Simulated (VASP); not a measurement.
# Ti (P-1) in VASP: single point with LDA

Aim: the single point of Ti with LDA.

Program: VASP 6.6.1. These are calculated values, not measurements. Logs are shortened: lines on timing, memory, paths and dates and some standing lists are left out, and cuts for length are marked.

### 1 The cell of the first run

The typed cell holds 6 atoms: a = 6.885 Å, b = 10.517 Å, c = 2.923 Å, α = 115.37°, β = 130.85°, γ = 102.60°.

### 2 Single point, LDA

INCAR reads:

```
PREC = Accurate
ENCUT = 500
EDIFF = 1E-6
ISMEAR = 0
SIGMA = 0.1
LREAL = False
LASPH = True
NELM = 120
ALGO = Normal
ISIF = 2
LWAVE = False
LCHARG = False
NBANDS = 45
GGA_COMPAT = False
```

KPOINTS reads:

```
Automatic mesh
0
Gamma
  5 4 24
```

POSCAR reads:

```
Ti
1.0
    6.8848400120      0.0000001343      0.0014700855
   -2.2949464705     10.2633135386     -0.0023651760
   -1.9121581497     -1.7108068097      1.4005866905
Ti
6
Direct
    0.3124050230      0.0311315625     -0.0000774354
    0.6457383563      0.6977982291     -0.0000774354
    0.9790716897      0.3644648958     -0.0000774354
    0.6875949770      0.9688684375      0.0000774354
    0.0209283103      0.6355351042      0.0000774354
    0.3542616437      0.3022017709      0.0000774354
```

Potentials or basis: VASP PAW LDA potentials, release 64 (Ti_sv).

The run is started by

```sh
$ cat potpaw_LDA.64/Ti_sv/POTCAR > POTCAR
$ mpirun -np 1 vasp_std > vasp.out
```

OUTCAR:

```text
PREC = Accurate
   ENCUT = 500
   EDIFF = 1E-6
   ISMEAR = 0
   LREAL = False
   LASPH = True
   NELM = 120
   ISIF = 2

 ion  position               nearest neighbor table
   1  0.312  0.031  1.000-   4 2.80   6 2.80   5 2.85   4 2.85   6 2.86   4 2.86
   2  0.646  0.698  1.000-   5 2.80   4 2.80   6 2.85   5 2.85   4 2.86   5 2.86
   3  0.979  0.364  1.000-   6 2.80   5 2.80   4 2.85   6 2.85   5 2.86   6 2.86
   4  0.688  0.969  0.000-   1 2.80   2 2.80   3 2.85   1 2.85   2 2.86   1 2.86
   5  0.021  0.636  0.000-   2 2.80   3 2.80   1 2.85   2 2.85   3 2.86   2 2.86
   6  0.354  0.302  0.000-   3 2.80   1 2.80   2 2.85   3 2.85   1 2.86   3 2.86

  LATTYP: Found a triclinic cell.
 ALAT       =     6.7325793944
 B/A-ratio  =     2.0452310372
 C/A-ratio  =     0.4341809695
 COS(alpha) =     0.0002661936
 COS(beta)  =     0.6337125321
 COS(gamma) =     0.6820904076

  Lattice vectors:

 A1 = (  -1.1483655629,   5.1324202948,  -4.2032301570)
 A2 = (  -9.1797864825,  10.2633134043,  -0.0038352615)
 A3 = (   1.9121581497,   1.7108068097,  -1.4005866905)

Analysis of symmetry for initial positions (statically):
=====================================================================
 Subroutine PRICEL returns following result:

  LATTYP: Found a triclinic cell.
 ALAT       =     2.8013651554
 B/A-ratio  =     1.0435415792
 C/A-ratio  =     1.6384488247
 COS(alpha) =     0.0002661771
 COS(beta)  =     0.0005555336
 COS(gamma) =     0.4792029764

  Lattice vectors:

 A1 = (  -0.0005948849,   0.0005090184,  -2.8013650460)
 A2 = (  -1.9127530346,  -1.7102977913,  -1.4007783555)
 A3 = (  -3.0599288274,   3.4211044688,  -0.0012784205)

   3 primitive cells build up your supercell.

 Routine SETGRP: Setting up the symmetry group for a
 triclinic supercell.

 Subroutine GETGRP returns: Found  2 space group operations
 (whereof  2 operations were pure point group operations)
 out of a pool of  2 trial point group operations.

The static configuration has the point symmetry S_2 .

Analysis of symmetry for dynamics (positions and initial velocities):
=====================================================================
 Subroutine PRICEL returns following result:

  LATTYP: Found a triclinic cell.
 ALAT       =     2.8013651554
 B/A-ratio  =     1.0435415792
 C/A-ratio  =     1.6384488247
 COS(alpha) =     0.0002661771
 COS(beta)  =     0.0005555336
 COS(gamma) =     0.4792029764

  Lattice vectors:

 A1 = (  -0.0005948849,   0.0005090184,  -2.8013650460)
 A2 = (  -1.9127530346,  -1.7102977913,  -1.4007783555)
 A3 = (  -3.0599288274,   3.4211044688,  -0.0012784205)

   3 primitive cells build up your supercell.

 Routine SETGRP: Setting up the symmetry group for a
 triclinic supercell.

 Subroutine GETGRP returns: Found  2 space group operations
 (whereof  2 operations were pure point group operations)
 out of a pool of  2 trial point group operations.

The dynamic configuration has the point symmetry S_2 .

 Subroutine INISYM returns: Found  2 space group operations
 (whereof  2 operations are pure point group operations),
 and found     3 'primitive' translations

----------------------------------------------------------------------------------------

                                     Primitive cell

  volume of cell :      32.9913

  direct lattice vectors                    reciprocal lattice vectors
    -0.000594885  0.000509018 -2.801365046     0.145322878  0.129847335 -0.356976095
    -1.912753035 -1.710297791 -1.400778356    -0.290493313 -0.259825110  0.000014477
    -3.059928827  3.421104469 -0.001278421    -0.145246674  0.162390713  0.000060351

  length of vectors
     2.801365155  2.923341018  4.589893446     0.406707514  0.389737672  0.217870015

  position of ions in fractional coordinates (direct lattice)
     0.343614021  0.312849393  0.749858102
     0.656385979  0.687150606  0.250141898

  ion indices of the primitive-cell ions
   primitive index   ion index
                 1           1
                 2           6

----------------------------------------------------------------------------------------

 KPOINTS: Automatic mesh

Automatic generation of k-mesh.
 Grid dimensions read from file:
 generate k-points for:    5    4   24

 Generating k-lattice:

  Cartesian coordinates                     Fractional coordinates (reciprocal lattice)
     0.029039170  0.006504322  0.047590859     0.200000000  0.000000000  0.000000000
    -0.000006353  0.024364041  0.029751831     0.000000000  0.250000000  0.000000000
    -0.000006352  0.000005435  0.029747405    -0.000000000  0.000000000  0.041666667

  Length of vectors
     0.056129043  0.038454882  0.029747406

  Shift w.r.t. Gamma in fractional coordinates (k-lattice)
     0.000000000  0.000000000  0.000000000

 Subroutine IBZKPT returns following result:
 ===========================================

 Found    242 irreducible k-points:

 Following reciprocal coordinates:
            Coordinates               Weight
  0.000000  0.000000  0.000000      1.000000
  0.200000  0.000000  0.000000      2.000000
  0.400000  0.000000  0.000000      2.000000
 -0.000000  0.250000 -0.000000      2.000000
  0.200000  0.250000 -0.000000      2.000000
  0.400000  0.250000  0.000000      2.000000
[... 16 lines left out ...]
  0.200000  0.500000  0.041667      2.000000
  0.400000  0.500000  0.041667      2.000000
 [... further k-points ...]
   k-points           NKPTS =    242   k-points in BZ     NKDIM =    242   number of bands    NBANDS=     45
   number of dos      NEDOS =    301   number of ions     NIONS =      6
   total plane-waves  NPLWV =  96000
   dimension x,y,z NGX =    50 NGY =   80 NGZ =   24
   dimension x,y,z NGXF=   100 NGYF=  160 NGZF=   48
   ions per type =               6
   NGX,Y,Z   is equivalent  to a cutoff of  12.07, 12.65, 13.65 a.u.
   NGXF,Y,Z  is equivalent  to a cutoff of  24.15, 25.29, 27.30 a.u.
 SYSTEM =  unknown system
   PREC   = accura    normal or accurate (medium, high low for compatibility)
   ISTART =      0    job   : 0-new  1-cont  2-samecut
   ICHARG =      2    charge: 1-file 2-atom 10-const
   ISPIN  =      1    spin polarized calculation?
   LNONCOLLINEAR =      F non collinear calculations
   LSORBIT =      F    spin-orbit coupling
   LASPH  =      T    aspherical Exc in radial PAW
   ENCUT  =  500.0 eV  36.75 Ry    6.06 a.u.  12.55 19.17  5.33*2*pi/ulx,y,z
   NELM   =    120;   NELMIN=  2; NELMDL= -5     # of ELM steps
   EDIFF  = 0.1E-05   stopping-criterion for ELM
   LREAL  =      F    real-space projection
   EDIFFG = 0.1E-04   stopping-criterion for IOM
   NSW    =      0    number of steps for IOM
   IBRION =     -1    ionic relax: 0-MD 1-quasi-New 2-CG
   NFREE  =      0    steps in history (QN), initial steepest desc. (CG)
   ISIF   =      2    stress and relaxation
   ISYM   =      2    0-nonsym 1-usesym 2-fastsym
   POTIM  = 0.5000    time-step for ionic-motion
   TEBEG  =    0.0;   TEEND  =   0.0 temperature during run
   PSTRESS=    0.0 pullay stress
   NELECT =      72.0000    total number of electrons
   NUPDOWN=      -1.0000    fix difference up-down
   EMIN   =  10.00;   EMAX   =-10.00  energy-range for DOS
   EFERMI =   0.00;   METHOD = LEGACY
   ISMEAR =     0;   SIGMA  =   0.10  broadening in eV -4-tet -1-fermi 0-gaus
   EFERMI_NEDOS =   21; number of points for ismear=-14 and -15
   IALGO  =     38    algorithm
   IMIX   =      4    mixing-type and parameters
     AMIX     =   0.40;   BMIX     =  1.00
     AMIX_MAG =   1.60;   BMIX_MAG =  1.00
  volume/ion in A,a.u.               =      16.50       111.32
  Fermi-wavevector in a.u.,A,eV,Ry     =   1.472353  2.782344 29.495029  2.167823
  Thomas-Fermi vector in A             =   2.587378
   LORBIT       =      0    0 simple, 1 ext, 2 COOP (PROOUT), +10 PAW based schemes
   GGA     = CA    functional components
   LHFCALC =     F    Hartree Fock is set to
   AEXX    =    0.0000 exact exchange contribution
   IVDW    =     0    specifies the selected vdW correction
   LEPSILON=     F    determine dielectric tensor
   LRPA    =     F    only Hartree local field effects (RPA)
 non-spin polarized calculation
 Gauss-broadening in eV      SIGMA  =   0.10
  energy-cutoff  :      500.00
  volume of cell :       98.97
 maximum number of plane-waves:      2539
 NGX is ok and might be reduce to    50
   NGX = 25   NGY = 39   NGZ = 11

 number of electron      72.0000001 magnetization

 Free energy of the ion-electron system (eV)
  ---------------------------------------------------
  ext. energy  EPLUGINS =         0.00000000
  ---------------------------------------------------
  free energy    TOTEN  =       -51.24596082 eV

  energy without entropy =      -51.20811782  energy(sigma->0) =      -51.22703932

 E-fermi :   8.6074     XC(G=0): -12.0334

 val. band max:        8.6062692733   @ k =   0.0000   0.5000   0.2500
 cond. band min:       8.6082406769   @ k =  -0.2000  -0.2500   0.1667
 fundamental gap:      0.0019714036
 Fermi energy:         8.6074181579

 k-point     1 :       0.0000    0.0000    0.0000
  band No.  band energies     occupation
      1     -47.4363      2.00000
      2     -47.2965      2.00000
      3     -47.2965      2.00000
      4     -47.2629      2.00000
      5     -47.2449      2.00000
      6     -47.2449      2.00000
[... 37 lines left out ...]
     44       9.8530      0.00000
     45       9.8571      0.00000

 k-point     2 :       0.2000    0.0000    0.0000
  band No.  band energies     occupation
      1     -47.4109      2.00000
      2     -47.3362      2.00000
      3     -47.2914      2.00000
      4     -47.2674      2.00000
      5     -47.2537      2.00000
      6     -47.2228      2.00000
[... 37 lines left out ...]
     44       9.9315      0.00000
     45       9.9648      0.00000

 k-point     3 :       0.4000    0.0000    0.0000
  band No.  band energies     occupation
      1     -47.3547      2.00000
      2     -47.3491      2.00000
      3     -47.3369      2.00000
      4     -47.2872      2.00000
      5     -47.2341      2.00000
      6     -47.2211      2.00000
[... 37 lines left out ...]
     44       9.6433      0.00000
     45       9.8423      0.00000

 k-point     4 :      -0.0000    0.2500   -0.0000
  band No.  band energies     occupation
      1     -47.4240      2.00000
      2     -47.3436      2.00000
      3     -47.2613      2.00000
      4     -47.2610      2.00000
      5     -47.2509      2.00000
      6     -47.2412      2.00000
[... 901 lines left out ...]
     44       9.9054      0.00000
     45      10.1136      0.00000

 k-point    23 :       0.2000    0.5000    0.0417
  band No.  band energies     occupation
      1     -47.4115      2.00000
      2     -47.3053      2.00000
      3     -47.2923      2.00000
      4     -47.2837      2.00000
      5     -47.2689      2.00000
      6     -47.2166      2.00000
[... 37 lines left out ...]
     44       9.7704      0.00000
     45       9.9979      0.00000

 k-point    24 :       0.4000    0.5000    0.0417
  band No.  band energies     occupation
      1     -47.3680      2.00000
      2     -47.3540      2.00000
      3     -47.2923      2.00000
      4     -47.2773      2.00000
      5     -47.2754      2.00000
      6     -47.2120      2.00000
[... 37 lines left out ...]
     44       9.7292      0.00000
     45       9.9922      0.00000

 [... further k-points ...]

------------------------ aborting loop because EDIFF is reached ----------------------------------------

  FORCE on cell =-STRESS in cart. coord.  units (eV):
  Direction    XX          YY          ZZ          XY          YZ          ZX
  --------------------------------------------------------------------------------------
  -------------------------------------------------------------------------------------
  Total       -2.8950282     -2.8049595     -0.1208413     -0.4618853      0.0039715     -0.0005179
  in kB      -46.8643130    -45.4062935     -1.9561616     -7.4769342      0.0642895     -0.0083836
  external PRESSURE =     -31.4089227 kB  Pullay stress =       0.0000000 kB

 VOLUME and BASIS-vectors are now :
 -----------------------------------------------------------------------------
  energy-cutoff  :      500.00
  volume of cell :       98.97
      direct lattice vectors                 reciprocal lattice vectors
     6.884840012  0.000000134  0.001470086     0.145195848  0.032521612  0.237954295
    -2.294946470 10.263313539 -0.002365176    -0.000025413  0.097456162  0.119007323
    -1.912158150 -1.710806810  1.400586690    -0.000152444  0.000130439  0.713937714

 POSITION                                       TOTAL-FORCE (eV/Angst)
 -----------------------------------------------------------------------------------
      0.16740     -1.39116      1.40086         0.000226      0.000343      0.000090
      0.93239      5.45105      1.39978         0.000226      0.000343      0.000090
      3.99231      2.02994      1.40106         0.000226      0.000343      0.000090
      2.51033      9.94367     -0.00117        -0.000226     -0.000343     -0.000090
     -1.31458      6.52256     -0.00136        -0.000226     -0.000343     -0.000090
      1.74535      3.10146     -0.00009        -0.000226     -0.000343     -0.000090
 -----------------------------------------------------------------------------------
    total drift:                                0.000000     -0.000000     -0.000000

  FREE ENERGIE OF THE ION-ELECTRON SYSTEM (eV)
  ---------------------------------------------------
  free  energy   TOTEN  =       -51.2459608162 eV

  energy  without entropy=      -51.2081178155  energy(sigma->0) =      -51.22703932
```

It took 15 min on 1 thread of Intel Xeon 6975P-C (Granite Rapids), shared host; peak memory 0.74 GiB.

What came out:

| Item | Value |
| --- | --- |
| Free energy | -51.2460 eV |
| Pressure | -3.1 GPa |
| Band gap on the k mesh | zero (bands 36 and 37 overlap by 0.95 eV) |

Caveat: the cell stands under tension.
